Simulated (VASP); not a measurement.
Si32C (a cell with a defect): single point with PBE0

Si32C (a cell with a defect):

```
Si C
1.0
    -5.46973    5.46973    5.46973
     5.46973   -5.46973    5.46973
     5.46973    5.46973   -5.46973
Si C
32 1
Direct
  0.99295 0.00858 0.23795
  0.97444 0.24302 0.98960
  0.99163 0.49626 0.73751
  0.02725 0.75165 0.50796
  0.24703 0.00714 0.00956
  0.24007 0.25200 0.75515
  0.25198 0.49401 0.49917
  0.22992 0.73237 0.22312
  0.51978 0.06509 0.79240
  0.48883 0.25067 0.50391
  0.49668 0.50018 0.24232
  0.49049 0.74754 0.98630
  0.65174 0.98520 0.49928
  0.74361 0.25150 0.25610
  0.76479 0.52854 0.02723
  0.75009 0.72757 0.74531
  0.10298 0.00330 0.49184
  0.99054 0.25720 0.24922
  0.98119 0.49150 0.97844
  0.00736 0.75335 0.75077
  0.24365 0.99635 0.25846
  0.23549 0.25068 0.99930
  0.23981 0.49314 0.74362
  0.27491 0.74214 0.48532
  0.49565 0.00470 0.00009
  0.50869 0.29709 0.77554
  0.49762 0.49274 0.48773
  0.48148 0.73831 0.22719
  0.74525 0.96927 0.74866
  0.73565 0.25072 0.50097
  0.75894 0.50820 0.26735
  0.74740 0.75978 0.00003
  0.51184 0.92166 0.60086
```

```yaml
Program: VASP 6.6.1
Task: single point
Functional: PBE0
Potentials_or_basis: VASP PAW PBE potentials, release 64 (Si, C)
Cutoff: 520 eV
k_mesh: 1 × 1 × 1
Occupations: fermi-dirac, width 0.01 eV
Spin: no spin polarisation
```

The pressure is -0.9 GPa and the largest force is 0.334 eV/Å. The band gap on the k mesh is 1.70 eV.

Forces in eV/Å, atoms in the order of the input:
```
Si  -0.023  0.052  0.010
Si   0.065  0.043  0.037
Si   0.005  0.013 -0.004
Si   0.077 -0.022  0.026
Si  -0.068 -0.050  0.030
Si  -0.039  0.015  0.057
Si  -0.034 -0.026  0.056
Si  -0.009  0.040  0.007
Si  -0.287 -0.145  0.092
Si  -0.026  0.011  0.055
Si   0.033 -0.008 -0.005
Si  -0.026  0.023  0.017
Si   0.071  0.048 -0.158
Si  -0.035 -0.010  0.037
Si  -0.078 -0.063 -0.004
Si   0.038 -0.034  0.060
Si   0.068  0.027 -0.034
Si   0.000  0.030 -0.029
Si   0.051  0.029 -0.003
Si  -0.009  0.021 -0.032
Si   0.017 -0.040  0.013
Si  -0.047  0.002 -0.013
Si   0.021 -0.009  0.010
Si  -0.105  0.003  0.020
Si   0.043  0.049 -0.034
Si   0.000  0.044 -0.052
Si   0.069  0.026 -0.058
Si   0.060  0.013 -0.052
Si  -0.123 -0.174  0.000
Si   0.028 -0.026 -0.061
Si  -0.029 -0.023  0.009
Si  -0.008  0.038 -0.045
C    0.299  0.104  0.047
```

Stress tensor (GPa, compression positive):
```
-0.04  0.00  0.91
 0.00 -0.51 -1.00
 0.91 -1.00 -2.19
```

Levels at points of the mesh, in eV from the valence-band top:
| k point | band 62 | band 63 | band 64 | band 65 | band 66 | band 67 | band 68 | band 69 | band 70 | band 71 |
| --- | --- | --- | --- | --- | --- | --- | --- | --- | --- | --- |
| (0.00, 0.00, 0.00) | -0.99 | -0.80 | -0.46 | -0.30 | 0.00 | 1.70 | 2.07 | 2.10 | 2.47 | 2.61 |

Wall time 4.1 min on 1 thread of Intel(R) Xeon(R) Platinum 8375C CPU @ 2.90GHz (Ice Lake), on a shared host, peak memory 0.73 GiB.

Caveat: the k points lie up to 0.81 Å⁻¹ apart, too coarse for converged energies, forces and pressures; the PAW data sets were made with another functional, which shifts forces and pressure a little.
